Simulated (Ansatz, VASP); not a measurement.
**One calculation of AgCl, two programs**

```
CELL_PARAMETERS angstrom
0.00000 2.73500 2.73500
2.73500 0.00000 2.73500
2.73500 2.73500 0.00000
ATOMIC_POSITIONS crystal
Ag 0.00000 0.00000 0.00000
Cl 0.50000 0.50000 0.50000
```

Alike in both runs: task single point; functional PBE; k mesh 6 × 6 × 6; occupations fermi-dirac, width 0.05 eV; no spin polarisation.

```csv
,VASP,Ansatz
version,VASP 6.6.1,Ansatz 0.2.0
potentials or method,"VASP PAW PBE potentials, release 64 (Ag, Cl), cutoff 520 eV",all-electron PAW datasets made for the crystal
```

|  | VASP | Ansatz | Ansatz less VASP |
| --- | --- | --- | --- |
| gap on the k mesh at the Fermi level (eV) | 0.90 | 0.91 | +0.004 |
| least direct gap on the mesh (eV) | 3.40 | 3.40 | 0.000 |
| pressure (GPa) | 3.8 | 3.9 | +0.17 |

Ansatz ran all-electron here, and VASP with PAW potentials.
